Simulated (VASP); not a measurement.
Write the native input for VASP 6.6.1 that does the following.

```
Task                   : single point
Functional             : r2SCAN
Potentials or basis    : VASP PAW PBE potentials, release 64 (Ti_sv, Ni)
Cutoff                 : 520 eV
k mesh                 : 18 × 18 × 18
Occupations            : gaussian, width 0.1 eV
Spin                   : no spin polarisation
Dipole correction      : no
Further INCAR settings : ALGO = Normal; EDIFF = 1e-06; NBANDS = 18
```

Crystal: TiNi.

```xyz
2
Lattice="2.9295 0.0000 0.0000 0.0000 2.9295 0.0000 0.0000 0.0000 3.1233" Properties=species:S:1:pos:R:3 pbc="T T T"
Ti    1.4647    1.4647    1.5616
Ni    0.0000    0.0000    0.0000
```

This cell differs from its parent crystal: uniaxial strain along c: +4.5 %, then relaxed in part.

The input as run:

POSCAR

```
TiNi
1.0
    2.9294872361      0.0000000000      0.0000000000
    0.0000000000      2.9294872361      0.0000000000
    0.0000000000      0.0000000000      3.1232850265
Ti Ni
1 1
Direct
    0.5000000000      0.5000000000      0.5000000000
    0.0000000000      0.0000000000      0.0000000000
```

INCAR.step1

```
ALGO     = Normal         # electronic algorithm
EDIFF    = 1E-4           # SCF threshold, eV
ENCUT    = 520            # plane-wave cutoff, eV
GGA      = PE             # functional
ISMEAR   = 0              # smearing method
LASPH    = T              # aspherical terms in the spheres
LCHARG   = F              # write CHGCAR
LREAL    = F              # projectors in reciprocal space
LWAVE    = T              # write WAVECAR
NBANDS   = 18             # bands
NELM     = 100            # most SCF steps
PREC     = Accurate       # precision mode
SIGMA    = 0.1            # smearing width, eV
```

INCAR.step2

```
ALGO     = Normal         # electronic algorithm
EDIFF    = 1E-6           # SCF threshold, eV
ENCUT    = 520            # plane-wave cutoff, eV
ISIF     = 2              # what is computed and relaxed
ISMEAR   = 0              # smearing method
ISTART   = 1            
LASPH    = T              # aspherical terms in the spheres
LCHARG   = T              # write CHGCAR
LELF     = T              # ELF
LMIXTAU  = T            
LREAL    = F              # projectors in reciprocal space
LVHAR    = T            
LWAVE    = F              # write WAVECAR
METAGGA  = R2SCAN         # meta-GGA
NBANDS   = 18             # bands
NELM     = 100            # most SCF steps
PREC     = Accurate       # precision mode
SIGMA    = 0.1            # smearing width, eV
```

KPOINTS

```
k-points
0
Gamma
  18 18 18
```

Potentials or basis: VASP PAW PBE potentials, release 64 (Ti_sv, Ni).

The run is started by

```sh
$ cat potpaw_PBE.64/Ti_sv/POTCAR potpaw_PBE.64/Ni/POTCAR > POTCAR
$ cp INCAR.step1 INCAR
$ mpirun -np 1 vasp_std > vasp.out
$ cp INCAR.step2 INCAR
$ mpirun -np 1 vasp_std > vasp.out
```

It gave:

* Pressure: -0.4 GPa
* Band gap on the k mesh: zero (band 11 reaches 10.21 eV, above the bottom of band 12 at 8.32 eV)

Caveat: the cell differs from its parent crystal (uniaxial strain along c: +4.5 %, then relaxed in part); the PAW data sets were made with another functional, which shifts forces and pressure a little.

It took 26 min on 1 thread of Oxide Virtual Turin-like Processor, with other jobs on the host, peak memory 0.34 GiB.
